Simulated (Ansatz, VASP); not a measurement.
## Ru: VASP beside Ansatz

Contents of INCAR:

```
SYSTEM = Ru
ALGO     = Fast           ! electronic algorithm
EDIFF    = 1E-7           ! SCF threshold, eV
EDIFFG   = -0.001         ! ionic threshold
ENCUT    = 600            ! plane-wave cutoff, eV
GGA      = CA             ! functional
IBRION   = 2              ! ionic algorithm
ISIF     = 3              ! what is computed and relaxed
ISMEAR   = -1             ! smearing method
LASPH    = .True.         ! aspherical terms in the spheres
LCHARG   = .False.        ! write CHGCAR
LREAL    = .False.        ! projectors in reciprocal space
LWAVE    = .False.        ! write WAVECAR
NELM     = 80             ! most SCF steps
NSW      = 80             ! ionic steps
PREC     = Accurate       ! precision mode
SIGMA    = 0.15           ! smearing width, eV
```

The input KPOINTS:

```
k-points
0
Gamma
  18 18 10
  0 0 0
```

Contents of POSCAR:

```
Ru
1.0
    2.6738855892      0.0000000000      0.0000000000
   -1.3369427946      2.3156528471      0.0000000000
    0.0000000000      0.0000000000      4.2264228672
Ru
2
Direct
    0.3333333333      0.6666666667      0.2500000000
    0.6666666667      0.3333333333      0.7500000000
```

Input for Ansatz:

```yaml
crystal:
  lattice:
    - [2.6738855892, 0.0, 0.0]
    - [-1.3369427946, 2.3156528471, 0.0]
    - [0.0, 0.0, 4.2264228672]
  atoms:
    - { symbol: Ru, position: [0.3333333333, 0.6666666667, 0.25] }
    - { symbol: Ru, position: [0.6666666667, 0.3333333333, 0.75] }
basis:
  ecutwfc: 420
kpoints:
  mp_grid: { grid: [18, 18, 10] }
hamiltonian:
  xc: lda
scf:
  occupations: { method: fermi_dirac, width: 0.15 }
output:
  forces: true
  stress: true
  eigenvalues: true
relax:
  adjacent_minimum: "off"
  f_tol: 0.001
  max_steps: 60
  cell: { stress_tol: 0.01 }
```

Alike in both runs: task relaxation of cell and atoms; functional LDA; k mesh 18 × 18 × 10; occupations fermi-dirac, width 0.15 eV; no spin polarisation.

```csv
,VASP,Ansatz
version,VASP 6.6.1,Ansatz 0.2.0
potentials or method,"VASP PAW LDA potentials, release 64 (Ru_pv), cutoff 600 eV","scalar-relativistic, plane waves, PAW"
valence electrons in the cell,28,32
```

VASP gave:

* gap on the k mesh at the Fermi level, each at its own relaxed structure (eV): none
* relaxed volume (Å³/atom): 13.14
* relaxed cell length with the largest relative difference (Å): 4.230

Task: What did Ansatz give for the same quantities?

Result: gap on the k mesh at the Fermi level, each at its own relaxed structure (eV): none; relaxed volume (Å³/atom): 13.10; relaxed cell length with the largest relative difference (Å): 4.226.

LDA's correlation is that of Perdew and Zunger in VASP and of Perdew and Wang (1992) in Ansatz. A gap of «none» marks a metal or a gap that the smearing closes. VASP's potentials hold 28 valence electrons a cell and Ansatz's 32, so a difference there can come from the potentials and not from the codes.
